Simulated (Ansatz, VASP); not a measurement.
One calculation of Eu, two programs

```
Eu
1.0
     2.55131    0.00000    0.00000
     0.00000    2.55131    0.00000
     0.00000    0.00000    2.55131
Eu
1
Direct
  0.00000 0.00000 0.00000
```

Change from the starting cell: volume scaled by 0.5, LAPW.

Alike in both runs: task single point; functional LDA; k mesh 11 × 11 × 11; occupations fermi-dirac, width 0.05 eV; collinear spin.

|  | VASP | Ansatz |
| --- | --- | --- |
| version | VASP 6.6.1 | Ansatz 0.2.0 |
| potentials or method | VASP PAW PBE potentials, release 64 (Eu), cutoff 520 eV | all-electron LAPW, scalar-relativistic |

Ansatz gave:

```
pressure (GPa)                                                : 51.9
net moment per atom (μB)                                      : 6.62
size of the moment on the site where the two differ most (μB) : 6.49
```

**Question.** Which values does VASP return?

**Answer.** Pressure (GPa): 52.6; net moment per atom (μB): 6.58; size of the moment on the site where the two differ most (μB): 6.42.

VASP's potentials were made for PBE, not for LDA. LDA's correlation is that of Perdew and Zunger in VASP and of Perdew and Wang (1992) in Ansatz. Site moments also hang on the region over which each program counts them. Both programs put the cell under a high pressure, so it lies far from rest at this level. Ansatz ran all-electron here, and VASP with PAW potentials.

Neither program's run includes spin-orbit coupling.
